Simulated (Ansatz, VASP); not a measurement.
CsCl: VASP beside Ansatz

```
CELL_PARAMETERS angstrom
4.13683 0.00000 0.00000
0.00000 4.13683 0.00000
0.00000 0.00000 4.13683
ATOMIC_POSITIONS crystal
Cs 0.00000 0.00000 0.00000
Cl 0.50000 0.50000 0.50000
```

Alike in both runs: task single point; functional r2SCAN; k mesh 6 × 6 × 6; no spin polarisation.

|  | VASP | Ansatz |
| --- | --- | --- |
| version | VASP 6.6.1 | Ansatz 0.2.0 |
| potentials or method | VASP PAW PBE potentials, release 64 (Cs_sv, Cl) | plane waves, PAW |
| plane-wave cutoff (eV) | 550 | 500 |
| occupations | gaussian, width 0.01 eV | fixed |
| valence electrons in the cell | 16 | 16 |

|  | VASP | Ansatz | Ansatz less VASP |
| --- | --- | --- | --- |
| gap on the k mesh at the Fermi level (eV) | 5.91 | 5.91 | +0.003 |
| pressure (GPa) | 0.1 | 0.0 | -0.04 |

VASP's potentials were made for PBE, not for r2SCAN.

Neither program's run includes spin-orbit coupling.
